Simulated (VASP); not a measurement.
**C: single point with PBE+D3(BJ)**

The system is C.

```
C
1.0
     2.46495   -0.24649    0.00000
    -1.44595    2.25796    0.00000
     0.00000    0.00000    7.05583
C
4
Direct
  0.00000 0.00000 0.00250
  0.00000 0.00000 0.50250
  0.33333 0.66667 0.00250
  0.66667 0.33333 0.50250
```

This cell differs from its parent crystal: engineering shear strain xy -0.2000, normal strain along z +0.0467.

```
Program             : VASP 6.6.1
Task                : single point
Functional          : PBE
Dispersion          : D3(BJ)
Potentials or basis : VASP PAW PBE potentials, release 64 (C)
Cutoff              : 520 eV
k mesh              : 18 × 18 × 6
Occupations         : gaussian, width 0.15 eV
Spin                : no spin polarisation
```

```json
{"Pressure": "15.6 GPa", "Largest force": "2.900 eV/Å", "Dispersion energy per atom": "-0.139 eV"}
```

Forces in eV/Å, atoms in the order of the input:
```
C    2.633  1.187  0.000
C   -2.633 -1.187  0.000
C   -2.645 -1.190  0.000
C    2.645  1.190  0.000
```

Stress tensor (GPa, compression positive):
```
24.14 89.65  0.00
89.65 23.71  0.00
 0.00  0.00 -1.05
```

Run time: 3.3 min on 1 thread of Intel(R) Xeon(R) 6975P-C (Granite Rapids) (shared host), peak memory 0.38 GiB.

Caveat: the cell differs from its parent crystal (engineering shear strain xy -0.2000, normal strain along z +0.0467); the stress differs along the axes, from -1 to 24 GPa; forces of over 1 eV/Å act on the atoms, so gaps and moduli don't describe the material at rest.
